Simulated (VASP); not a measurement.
# F (C2/m) in VASP: a series of runs

F is run at these levels: PBEsol; tasks: single point.

Program: VASP 6.6.1. These are calculated values, not measurements. Logs are shortened: lines on timing, memory, paths and dates and some standing lists are left out, and cuts for length are marked.

### 1 The cell of the first run

It takes space group C2/m (No. 12, monoclinic). The conventional cell has a = 6.219 Å, b = 3.564 Å, c = 7.507 Å, α = 90.00°, β = 112.50°, γ = 90.00°. F (site symmetry m) has 1 F at 1.28 Å within 1.7 Å. F (site symmetry m) has 1 F at 1.40 Å within 1.9 Å.

### 2 Single point, PBEsol (atoms shifted along a free coordinate)

INCAR

```
SYSTEM = F
ALGO     = Normal         ! electronic algorithm
EDIFF    = 1E-6           ! SCF threshold, eV
ENCUT    = 520            ! plane-wave cutoff, eV
GGA      = PS             ! functional
ISIF     = 2              ! what is computed and relaxed
ISMEAR   = 0              ! smearing method
LASPH    = .True.         ! aspherical terms in the spheres
LCHARG   = .False.        ! write CHGCAR
LREAL    = .False.        ! projectors in reciprocal space
LWAVE    = .False.        ! write WAVECAR
NBANDS   = 22             ! bands
NELM     = 60             ! most SCF steps
PREC     = Accurate       ! precision mode
SIGMA    = 0.05           ! smearing width, eV
```

KPOINTS

```
k-points
0
Gamma
  4 4 2
  0 0 0
```

POSCAR

```
F
1.0
    3.1004838602     -1.7819543364     -0.2391360627
    3.1004838602      1.7819543364     -0.2391360627
   -2.3313270155      0.0000000000      7.1362390124
F
4
Direct
    0.0848459664      0.0848459664      0.0820156542
    0.9151540336      0.9151540336      0.9179843458
    0.5015719855      0.5015719855      0.5937195244
    0.4984280145      0.4984280145      0.4062804756
```

Potentials or basis: VASP PAW PBE potentials, release 64 (F).

Started as:

```
cat potpaw_PBE.64/F/POTCAR > POTCAR
mpirun -np 1 vasp_std > vasp.out
```

OUTCAR:

```text
SYSTEM = F
   EDIFF = 1E-6
   ENCUT = 520
   GGA = PS
   ISIF = 2
   ISMEAR = 0
   LASPH = .True.
   LREAL = .False.
   NELM = 60
   PREC = Accurate

 ion  position               nearest neighbor table
   1  0.085  0.085  0.082-   2 1.28
   2  0.915  0.915  0.918-   1 1.28
   3  0.502  0.502  0.594-   4 1.40
   4  0.498  0.498  0.406-   3 1.40

  LATTYP: Found a base centered monoclinic cell.
 ALAT       =     6.2193846074
 B/A-ratio  =     0.5730323654
 C/A-ratio  =     1.2070962569
 COS(beta)  =    -0.3827161857

  Lattice vectors:

 A1 = (   3.1004838602,  -1.7819543364,  -0.2391360627)
 A2 = (   3.1004838602,   1.7819543364,  -0.2391360627)
 A3 = (  -2.3313270155,   0.0000000000,   7.1362390124)

Analysis of symmetry for initial positions (statically):
=====================================================================
 Subroutine PRICEL returns:
 Original cell was already a primitive cell.

 Routine SETGRP: Setting up the symmetry group for a
 base centered monoclinic supercell.

 Subroutine GETGRP returns: Found  4 space group operations
 (whereof  4 operations were pure point group operations)
 out of a pool of  4 trial point group operations.

The static configuration has the point symmetry C_2h.

Analysis of symmetry for dynamics (positions and initial velocities):
=====================================================================
 Subroutine PRICEL returns:
 Original cell was already a primitive cell.

 Routine SETGRP: Setting up the symmetry group for a
 base centered monoclinic supercell.

 Subroutine GETGRP returns: Found  4 space group operations
 (whereof  4 operations were pure point group operations)
 out of a pool of  4 trial point group operations.

The dynamic configuration has the point symmetry C_2h.

 Subroutine INISYM returns: Found  4 space group operations
 (whereof  4 operations are pure point group operations),
 and found     1 'primitive' translations

----------------------------------------------------------------------------------------

                                     Primitive cell

  volume of cell :      76.8674

  direct lattice vectors                    reciprocal lattice vectors
     3.100483860 -1.781954336 -0.239136063     0.165433587 -0.280590804  0.054045246
     3.100483860  1.781954336 -0.239136063     0.165433587  0.280590804  0.054045246
    -2.331327015  0.000000000  7.136239012     0.011087391  0.000000000  0.143751959

  length of vectors
     3.584068565  3.584068565  7.507395880     0.330182313  0.330182313  0.144178902

  position of ions in fractional coordinates (direct lattice)
     0.084845966  0.084845966  0.082015654
     0.915154034  0.915154034  0.917984346
     0.501571985  0.501571985  0.593719524
     0.498428014  0.498428014  0.406280476

  ion indices of the primitive-cell ions
   primitive index   ion index
                 1           1
                 2           2
                 3           3
                 4           4

----------------------------------------------------------------------------------------

 KPOINTS: k-points

Automatic generation of k-mesh.
 Grid dimensions read from file:
 generate k-points for:    4    4    2

 Generating k-lattice:

  Cartesian coordinates                     Fractional coordinates (reciprocal lattice)
     0.041358397 -0.070147701  0.013511311     0.250000000  0.000000000 -0.000000000
     0.041358397  0.070147701  0.013511311     0.000000000  0.250000000 -0.000000000
     0.005543696  0.000000000  0.071875979     0.000000000  0.000000000  0.500000000

  Length of vectors
     0.082545578  0.082545578  0.072089451

  Shift w.r.t. Gamma in fractional coordinates (k-lattice)
     0.000000000  0.000000000  0.000000000

 Subroutine IBZKPT returns following result:
 ===========================================

 Found     14 irreducible k-points:

 Following reciprocal coordinates:
            Coordinates               Weight
  0.000000  0.000000  0.000000      1.000000
  0.250000  0.000000 -0.000000      4.000000
  0.500000  0.000000 -0.000000      2.000000
  0.250000  0.250000 -0.000000      2.000000
  0.500000  0.250000  0.000000      4.000000
 -0.250000  0.250000  0.000000      2.000000
  0.500000  0.500000 -0.000000      1.000000
  0.000000  0.000000  0.500000      1.000000
  0.250000  0.000000  0.500000      4.000000
  0.500000  0.000000  0.500000      2.000000
  0.250000  0.250000  0.500000      2.000000
  0.500000  0.250000  0.500000      4.000000
 -0.250000  0.250000  0.500000      2.000000
  0.500000  0.500000  0.500000      1.000000
   k-points           NKPTS =     14   k-points in BZ     NKDIM =     14   number of bands    NBANDS=     22
   number of dos      NEDOS =    301   number of ions     NIONS =      4
   total plane-waves  NPLWV =  43904
   dimension x,y,z NGX =    28 NGY =   28 NGZ =   56
   dimension x,y,z NGXF=    56 NGYF=   56 NGZF=  112
   ions per type =               4
   NGX,Y,Z   is equivalent  to a cutoff of  12.99, 12.99, 12.40 a.u.
   NGXF,Y,Z  is equivalent  to a cutoff of  25.98, 25.98, 24.80 a.u.
 SYSTEM =  F
   PREC   = accura    normal or accurate (medium, high low for compatibility)
   ISTART =      0    job   : 0-new  1-cont  2-samecut
   ICHARG =      2    charge: 1-file 2-atom 10-const
   ISPIN  =      1    spin polarized calculation?
   LNONCOLLINEAR =      F non collinear calculations
   LSORBIT =      F    spin-orbit coupling
   LASPH  =      T    aspherical Exc in radial PAW
   ENCUT  =  520.0 eV  38.22 Ry    6.18 a.u.   6.66  6.66 13.96*2*pi/ulx,y,z
   NELM   =     60;   NELMIN=  2; NELMDL= -5     # of ELM steps
   EDIFF  = 0.1E-05   stopping-criterion for ELM
   LREAL  =      F    real-space projection
   EDIFFG = 0.1E-04   stopping-criterion for IOM
   NSW    =      0    number of steps for IOM
   IBRION =     -1    ionic relax: 0-MD 1-quasi-New 2-CG
   NFREE  =      0    steps in history (QN), initial steepest desc. (CG)
   ISIF   =      2    stress and relaxation
   ISYM   =      2    0-nonsym 1-usesym 2-fastsym
   POTIM  = 0.5000    time-step for ionic-motion
   TEBEG  =    0.0;   TEEND  =   0.0 temperature during run
   PSTRESS=    0.0 pullay stress
   NELECT =      28.0000    total number of electrons
   NUPDOWN=      -1.0000    fix difference up-down
   EMIN   =  10.00;   EMAX   =-10.00  energy-range for DOS
   EFERMI =   0.00;   METHOD = LEGACY
   ISMEAR =     0;   SIGMA  =   0.05  broadening in eV -4-tet -1-fermi 0-gaus
   EFERMI_NEDOS =   21; number of points for ismear=-14 and -15
   IALGO  =     38    algorithm
   IMIX   =      4    mixing-type and parameters
     AMIX     =   0.40;   BMIX     =  1.00
     AMIX_MAG =   1.60;   BMIX_MAG =  1.00
  volume/ion in A,a.u.               =      19.22       129.68
  Fermi-wavevector in a.u.,A,eV,Ry     =   1.169177  2.209423 18.598807  1.366974
  Thomas-Fermi vector in A             =   2.305653
   LORBIT       =      0    0 simple, 1 ext, 2 COOP (PROOUT), +10 PAW based schemes
   GGA     = PS    functional components
   LHFCALC =     F    Hartree Fock is set to
   AEXX    =    0.0000 exact exchange contribution
   IVDW    =     0    specifies the selected vdW correction
   LEPSILON=     F    determine dielectric tensor
   LRPA    =     F    only Hartree local field effects (RPA)
 non-spin polarized calculation
 Gauss-broadening in eV      SIGMA  =   0.05
  energy-cutoff  :      520.00
  volume of cell :       76.87
 maximum number of plane-waves:      2097
 NGX is ok and might be reduce to    28
   NGX = 13   NGY = 13   NGZ = 27

 number of electron      28.0000015 magnetization

 Free energy of the ion-electron system (eV)
  ---------------------------------------------------
  ext. energy  EPLUGINS =         0.00000000
  ---------------------------------------------------
  free energy    TOTEN  =        -7.35896984 eV

  energy without entropy =       -7.35896984  energy(sigma->0) =       -7.35896984

 E-fermi :  -5.0822     XC(G=0):  -6.7049

 val. band max:       -5.2990005848   @ k =   0.5000   0.5000  -0.0000
 cond. band min:      -2.4076928116   @ k =   0.0000   0.0000   0.0000
 fundamental gap:      2.8913077732
 Fermi energy:        -5.0822438150

 k-point     1 :       0.0000    0.0000    0.0000
  band No.  band energies     occupation
      1     -32.9077      2.00000
      2     -30.7867      2.00000
      3     -24.1070      2.00000
      4     -23.2025      2.00000
      5     -12.7825      2.00000
      6     -12.0191      2.00000
[... 14 lines left out ...]
     21      13.3720      0.00000
     22      14.2943      0.00000

 k-point     2 :       0.2500    0.0000   -0.0000
  band No.  band energies     occupation
      1     -32.8941      2.00000
      2     -30.7704      2.00000
      3     -24.0916      2.00000
      4     -23.2042      2.00000
      5     -12.7175      2.00000
      6     -12.0607      2.00000
[... 14 lines left out ...]
     21      11.2524      0.00000
     22      12.9360      0.00000

 k-point     3 :       0.5000    0.0000   -0.0000
  band No.  band energies     occupation
      1     -32.8807      2.00000
      2     -30.7545      2.00000
      3     -24.0760      2.00000
      4     -23.2058      2.00000
      5     -12.6361      2.00000
      6     -12.1155      2.00000
[... 14 lines left out ...]
     21      10.1817      0.00000
     22      10.3265      0.00000
[... 226 lines left out ...]
 k-point    13 :      -0.2500    0.2500    0.5000
  band No.  band energies     occupation
      1     -32.8807      2.00000
      2     -30.7544      2.00000
      3     -24.0763      2.00000
      4     -23.2061      2.00000
      5     -12.6364      2.00000
      6     -12.1092      2.00000
[... 14 lines left out ...]
     21      10.4565      0.00000
     22      10.5223      0.00000

 k-point    14 :       0.5000    0.5000    0.5000
  band No.  band energies     occupation
      1     -32.8771      2.00000
      2     -30.7509      2.00000
      3     -24.0881      2.00000
      4     -23.2275      2.00000
      5     -12.6464      2.00000
      6     -12.1384      2.00000
[... 14 lines left out ...]
     21       8.9818      0.00000
     22       9.2631      0.00000

------------------------ aborting loop because EDIFF is reached ----------------------------------------

  FORCE on cell =-STRESS in cart. coord.  units (eV):
  Direction    XX          YY          ZZ          XY          YZ          ZX
  --------------------------------------------------------------------------------------
  -------------------------------------------------------------------------------------
  Total        2.4715617     -0.2578464      7.3366102      0.0000000      0.0000000      4.1502879
  in kB       51.5157196     -5.3743927    152.9198127      0.0000000      0.0000000     86.5060613
  external PRESSURE =      66.3537132 kB  Pullay stress =       0.0000000 kB

 VOLUME and BASIS-vectors are now :
 -----------------------------------------------------------------------------
  energy-cutoff  :      520.00
  volume of cell :       76.87
      direct lattice vectors                 reciprocal lattice vectors
     3.100483860 -1.781954336 -0.239136063     0.165433587 -0.280590804  0.054045246
     3.100483860  1.781954336 -0.239136063     0.165433587  0.280590804  0.054045246
    -2.331327015  0.000000000  7.136239012     0.011087391  0.000000000  0.143751959

 POSITION                                       TOTAL-FORCE (eV/Angst)
 -----------------------------------------------------------------------------------
      0.33492      0.00000      0.54470         3.905714      0.000000      6.415344
      3.53472      0.00000      6.11326        -3.905714      0.000000     -6.415344
      1.72608      0.00000      3.99704        -0.146128      0.000000      0.393929
      2.14356      0.00000      2.66093         0.146128      0.000000     -0.393929
 -----------------------------------------------------------------------------------
    total drift:                                0.000000      0.000000     -0.000000

  FREE ENERGIE OF THE ION-ELECTRON SYSTEM (eV)
  ---------------------------------------------------
  free  energy   TOTEN  =        -7.3589698365 eV

  energy  without entropy=       -7.3589698365  energy(sigma->0) =       -7.35896984
```

Wall time 55 s (1 thread of AMD EPYC, shared host); peak memory 0.15 GiB.

What came out:

```yaml
Free_energy: -7.3590 eV
Pressure: 6.6 GPa
Largest_force: 7.511 eV/Å
Band_gap_on_the_k_mesh: 2.89 eV (least direct gap 2.94 eV)
```

Forces on the atoms (eV/Å):
```
F    3.906  0.000  6.415
F   -3.906  0.000 -6.415
F   -0.146  0.000  0.394
F    0.146  0.000 -0.394
```

Levels at points of the mesh, in eV from the valence-band top:
| k point | band 11 | band 12 | band 13 | band 14 | band 15 | band 16 | band 17 | band 18 |
| --- | --- | --- | --- | --- | --- | --- | --- | --- |
| (0.00, 0.00, 0.00) | -0.65 | -0.56 | -0.16 | -0.04 | 2.89 | 5.46 | 8.12 | 10.63 |
| (0.50, 0.00, 0.00) | -0.75 | -0.66 | -0.23 | -0.11 | 3.03 | 5.50 | 12.00 | 12.02 |
| (0.50, 0.50, 0.00) | -0.69 | -0.59 | -0.11 | 0.00 | 3.00 | 5.46 | 12.31 | 12.48 |
| (0.00, 0.00, 0.50) | -0.66 | -0.56 | -0.17 | -0.04 | 2.93 | 5.32 | 8.97 | 9.12 |
| (0.50, 0.00, 0.50) | -0.78 | -0.65 | -0.21 | -0.07 | 3.00 | 5.52 | 11.81 | 12.71 |
| (0.50, 0.50, 0.50) | -0.72 | -0.56 | -0.13 | -0.02 | 3.02 | 5.48 | 11.94 | 12.01 |

Caveat: the k points lie up to 0.52 Å⁻¹ apart; the cell differs from its parent crystal (atoms shifted along a free coordinate); the PAW data sets were made with another functional, which shifts forces and pressure a little. A k mesh can miss the band edges.

### 3 Single point, PBEsol (atoms shifted along a free coordinate)

INCAR

```
SYSTEM = F
PREC = Accurate
ENCUT = 520
EDIFF = 1E-6
ISMEAR = 0
SIGMA = 0.05
LREAL = .FALSE.
LASPH = .TRUE.
NELM = 60
ALGO = Normal
ISIF = 2
LWAVE = .FALSE.
LCHARG = .FALSE.
GGA = PS
NBANDS = 22
```

KPOINTS

```
regular mesh
0
G
  4 4 2
  0 0 0
```

POSCAR

```
F
1.0
    3.1291544055     -1.7984322814     -0.2413473825
    3.1291544055      1.7984322814     -0.2413473825
   -2.3528850754      0.0000000000      7.2022286687
F
4
Direct
    0.0848459664      0.0848459664      0.0780195948
    0.9151540336      0.9151540336      0.9219804052
    0.5015719855      0.5015719855      0.5937195244
    0.4984280145      0.4984280145      0.4062804756
```

Potentials or basis: VASP PAW PBE potentials, release 64 (F).

Started as:

```
cat potpaw_PBE.64/F/POTCAR > POTCAR
mpirun -np 1 vasp_std > vasp.out
```

Run time: 29 s. Hardware: 1 thread of Intel Xeon Platinum 8559C (Emerald Rapids), shared host; peak memory 0.18 GiB.

It converged, with:

| Property | Result |
| --- | --- |
| Free energy | -7.1303 eV |
| Pressure | 7.8 GPa |
| Largest force | 9.875 eV/Å |
| Band gap on the k mesh | 2.58 eV (least direct gap 2.63 eV) |

Forces on the atoms (eV/Å):
```
F    5.445  0.000  8.238
F   -5.445  0.000 -8.238
F   -0.001  0.000 -0.078
F    0.001  0.000  0.078
```

Stress tensor (GPa, compression positive):
```
 7.23  0.00 11.69
 0.00 -0.54  0.00
11.69  0.00 16.77
```

Levels at points of the mesh, in eV from the valence-band top:
```csv
k point,band 12,band 13,band 14,band 15,band 16,band 17
"(0.00, 0.00, 0.00)",-0.73,-0.18,-0.05,2.58,5.95,7.93
"(0.50, 0.00, 0.00)",-0.82,-0.22,-0.10,2.69,6.03,11.75
"(0.50, 0.50, 0.00)",-0.75,-0.08,0.00,2.66,5.98,12.08
"(0.00, 0.00, 0.50)",-0.73,-0.18,-0.05,2.61,5.80,8.76
"(0.50, 0.00, 0.50)",-0.81,-0.21,-0.07,2.67,6.05,11.53
"(0.50, 0.50, 0.50)",-0.74,-0.10,-0.01,2.68,5.99,11.71
```

Caveat: the k points lie up to 0.51 Å⁻¹ apart; the cell differs from its parent crystal (atoms shifted along a free coordinate); the standard files for N, O and F lose accuracy on very short bonds; this functional lacks dispersion, which holds the molecules together, so the pressure and a relaxed volume are unreliable; the PAW data sets were made with another functional, which shifts forces and pressure a little. A k mesh can miss the band edges.

### 4 Single point, PBEsol (atoms shifted along a free coordinate)

INCAR

```
PREC = Accurate
ENCUT = 520
EDIFF = 1E-6
ISMEAR = 0
SIGMA = 0.05
LREAL = F
LASPH = T
NELM = 60
ALGO = Normal
ISIF = 2
LWAVE = F
LCHARG = F
GGA = PS
NBANDS = 22
```

KPOINTS

```
regular mesh
0
Gamma
  4 4 2
```

Edit POSCAR of step 3 so:

```diff
@@ -8,4 +8,4 @@
 Direct
-    0.0848459664      0.0848459664      0.0780195948
-    0.9151540336      0.9151540336      0.9219804052
+    0.0848459664      0.0848459664      0.0940038325
+    0.9151540336      0.9151540336      0.9059961675
     0.5015719855      0.5015719855      0.5937195244
```

Started as:

```
cat potpaw_PBE.64/F/POTCAR > POTCAR
mpirun -np 1 vasp_std > vasp.out
```

Run time: 19 s. Hardware: 1 thread of Intel Xeon Platinum 8559C (Emerald Rapids), shared host; peak memory 0.18 GiB.

The run converged. Its results:

```yaml
Free_energy: -7.7992 eV
Pressure: -0.6 GPa
Largest_force: 0.062 eV/Å
Band_gap_on_the_k_mesh: 2.88 eV (least direct gap 2.96 eV)
```

Forces in eV/Å, atoms in the order of the input:
```
F   -0.024  0.000 -0.049
F    0.024  0.000  0.049
F    0.023  0.000 -0.058
F   -0.023  0.000  0.058
```

Stress tensor (GPa, compression positive):
```
-0.58  0.00 -0.04
 0.00 -0.52  0.00
-0.04  0.00 -0.83
```

Levels at points of the mesh, in eV from the valence-band top:
```tsv
k point	band 11	band 12	band 13	band 14	band 15	band 16	band 17	band 18
(0.00, 0.00, 0.00)	-0.31	-0.17	-0.11	-0.08	2.88	3.60	8.62	11.07
(0.50, 0.00, 0.00)	-0.35	-0.27	-0.27	-0.16	3.26	3.35	12.45	12.59
(0.50, 0.50, 0.00)	-0.32	-0.26	-0.17	0.00	3.22	3.34	12.77	12.95
(0.00, 0.00, 0.50)	-0.28	-0.16	-0.16	-0.08	3.18	3.26	9.44	9.46
(0.50, 0.00, 0.50)	-0.45	-0.31	-0.19	-0.06	3.11	3.49	12.35	13.17
(0.50, 0.50, 0.50)	-0.34	-0.23	-0.17	-0.09	3.26	3.35	12.38	12.50
```

Caveat: the k points lie up to 0.51 Å⁻¹ apart; the cell differs from its parent crystal (atoms shifted along a free coordinate); this functional lacks dispersion, which holds the molecules together, so the pressure and a relaxed volume are unreliable; the PAW data sets were made with another functional, which shifts forces and pressure a little.

(Continued in part 2 of 2.)
